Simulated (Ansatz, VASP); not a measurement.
SnO2 in VASP and in Ansatz

```
Sn O
1.0
     0.00000    2.53936    2.53936
     2.53936    0.00000    2.53936
     2.53936    2.53936    0.00000
Sn O
1 2
Direct
  0.00000 0.00000 0.00000
  0.75000 0.75000 0.75000
  0.25000 0.25000 0.25000
```

Change from the starting cell: volume scaled by 0.96.

Alike in both runs: task single point; functional PBEsol; k mesh 9 × 9 × 9; occupations fermi-dirac, width 0.05 eV; no spin polarisation.

```csv
,VASP,Ansatz
version,VASP 6.6.1,Ansatz 0.2.0
potentials or method,"VASP PAW PBE potentials, release 64 (Sn_d, O), cutoff 520 eV","all-electron LAPW, scalar-relativistic"
```

Ansatz gave:

```
pressure (GPa) : 0.7
```

Problem. Estimate VASP's values.

Solution. Pressure (GPa): 1.4.

VASP's potentials were made for PBE, not for PBEsol. Ansatz ran all-electron here, and VASP with PAW potentials.
